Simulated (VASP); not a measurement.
Set up this calculation in VASP 6.6.1, as the native input.

* Task: band structure
* Functional: PBEsol
* Potentials or basis: VASP PAW PBE potentials, release 64 (Al, O)
* Cutoff: 460 eV
* k mesh: 5 × 5 × 5
* Occupations: gaussian, width 0.03 eV
* Spin: no spin polarisation
* Tolerance level: tight
* Purpose: bands
* Route: KPOINTS_OPT
* Further INCAR settings: ALGO = Normal; EDIFF = 1e-06; NBANDS = 44

The structure of Al2O3 lies in POSCAR:

```
Al2O3
1.0
    2.3802500000      1.3742379782      4.3318666667
   -2.3802500000      1.3742379782      4.3318666667
    0.0000000000     -2.7484759565      4.3318666667
Al O
4 6
Direct
    0.8521600000      0.8521600000      0.8521600000
    0.6478400000      0.6478400000      0.6478400000
    0.1478400000      0.1478400000      0.1478400000
    0.3521600000      0.3521600000      0.3521600000
    0.0566800000      0.7500000000      0.4433200000
    0.7500000000      0.4433200000      0.0566800000
    0.4433200000      0.0566800000      0.7500000000
    0.9433200000      0.2500000000      0.5566800000
    0.2500000000      0.5566800000      0.9433200000
    0.5566800000      0.9433200000      0.2500000000
```

These files were run (other wordings do the same):

INCAR

```
ALGO = Normal
EDIFF = 1E-6
EFERMI = MIDGAP
ENCUT = 460
GGA = PS
GGA_COMPAT = F
ISMEAR = 0
KPAR = 2
LASPH = T
LCHARG = F
LREAL = F
LWAVE = F
NBANDS = 44
NELM = 120
PREC = Accurate
SIGMA = 0.03
```

KPOINTS

```
Automatic mesh
0
Gamma
  5 5 5
  0 0 0
```

KPOINTS_OPT

```
path GLB1,BZGX,QFP1Z,LP
12
line-mode
reciprocal
 0.0000000000  0.0000000000  0.0000000000  G
 0.5000000000  0.0000000000  0.0000000000  L

 0.5000000000  0.0000000000  0.0000000000  L
 0.5000000000  0.2337604794 -0.2337604794  B1

 0.7662395206  0.5000000000  0.2337604794  B
 0.5000000000  0.5000000000  0.5000000000  Z

 0.5000000000  0.5000000000  0.5000000000  Z
 0.0000000000  0.0000000000  0.0000000000  G

 0.0000000000  0.0000000000  0.0000000000  G
 0.3668802397  0.0000000000 -0.3668802397  X

 0.6331197603  0.3668802397  0.0000000000  Q
 0.5000000000  0.5000000000  0.0000000000  F

 0.5000000000  0.5000000000  0.0000000000  F
 0.6331197603  0.6331197603  0.2337604794  P1

 0.6331197603  0.6331197603  0.2337604794  P1
 0.5000000000  0.5000000000  0.5000000000  Z

 0.5000000000  0.0000000000  0.0000000000  L
 0.7662395206  0.3668802397  0.3668802397  P
```

Potentials or basis: VASP PAW PBE potentials, release 64 (Al, O).

Run with:

```bash
$ cat potpaw_PBE.64/Al/POTCAR potpaw_PBE.64/O/POTCAR > POTCAR
$ mpirun -np 2 vasp_std > vasp.out
```

It gave:

```json
{
 "Pressure": "0.8 GPa",
 "Largest force": "0.085 eV/Å",
 "Band gap on the k mesh": "6.12 eV",
 "Band gap along the path": "6.12 eV"
}
```

Caveat: the cutoff is under 1.25 times the usual one of these potentials, so pressure, stress and relaxed cells hold a basis-set (Pulay) error; the PAW data sets were made with another functional, which shifts forces and pressure a little.

Run time: 59 s on 2 MPI ranks on Intel(R) Xeon(R) 6975P-C (Granite Rapids), on a shared host, peak memory 0.22 GiB a rank.
